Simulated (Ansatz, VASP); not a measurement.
## LiNbO3 in VASP and in Ansatz

```
CELL_PARAMETERS angstrom
2.61928 1.51224 4.58782
-2.61928 1.51224 4.58782
0.00000 -3.02449 4.58782
ATOMIC_POSITIONS crystal
Li 0.75000 0.75000 0.75000
Li 0.25000 0.25000 0.25000
Nb 0.50000 0.50000 0.50000
Nb 0.00000 0.00000 0.00000
O 0.63096 0.86904 0.25000
O 0.25000 0.63096 0.86904
O 0.86904 0.25000 0.63096
O 0.75000 0.36904 0.13096
O 0.36904 0.13096 0.75000
O 0.13096 0.75000 0.36904
```

Change from the starting cell: volume scaled by 1.06, ions relaxed.

Alike in both runs: functional PBE; k mesh 7 × 7 × 7; occupations fermi-dirac, width 0.02 eV; no spin polarisation.

Ansatz relaxed the structure, and its values are those at the end. VASP's run is a single point on that final structure, the one shown.

|  | VASP | Ansatz |
| --- | --- | --- |
| version | VASP 6.6.1 | Ansatz 0.2.0 |
| potentials or method | VASP PAW PBE potentials, release 64 (Li_sv, Nb_sv, O) | plane-wave PAW, scalar-relativistic |
| plane-wave cutoff (eV) | 520 | 420 |
| valence electrons in the cell | 68 | 68 |

```tsv
	VASP	Ansatz	Ansatz less VASP
gap on the k mesh at the Fermi level (eV)	2.49	2.50	+0.016
rms of the force components (eV/Å)	0.013	0.005	-0.0081
```

With one functional, cell and mesh, what is left measures potentials, basis and numerics. Ansatz's warnings: stress scf threshold loose.

Noted on VASP's run: the cutoff is under 1.25 times that of the potentials, so the pressure is a little rough.
